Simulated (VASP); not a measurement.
Here is a VASP 6.6.1 calculation.

Contents of INCAR:

```
PREC = Accurate
ENCUT = 520
EDIFF = 1E-6
ISMEAR = 0
SIGMA = 0.1
LREAL = F
LASPH = T
NELM = 60
ALGO = Normal
ISIF = 2
LWAVE = F
LCHARG = T
GGA = PE
LELF = T
LVHAR = T
NBANDS = 14
```

Contents of KPOINTS:

```
Automatic mesh
0
Gamma
  4 4 10
```

File POSCAR:

```
B
1.0
    4.0115985226      0.0000000000      0.0000000000
    0.0000000000      4.0115985226      0.0000000000
    0.0000000000      0.0000000000      1.8584338840
B
4
Direct
    0.3074513779      0.0000000000      0.7500000000
    0.6925486221      0.0000000000      0.2500000000
    0.0000000000      0.3074513779      0.0000000000
    0.0000000000      0.6925486221      0.5000000000
```

Potentials or basis: VASP PAW PBE potentials, release 64 (B).

Run with:

```bash
$ cat potpaw_PBE.64/B/POTCAR > POTCAR
$ mpirun -np 1 vasp_std > vasp.out
```

Task: Predict the pressure.

Result: 0.0 GPa.

Task: Estimate the band gap on the k mesh.

Result: Zero (bands 6 and 7 overlap by 0.98 eV).

Caveat: the k points lie up to 0.39 Å⁻¹ apart, too coarse for converged energies and pressures of a metal.
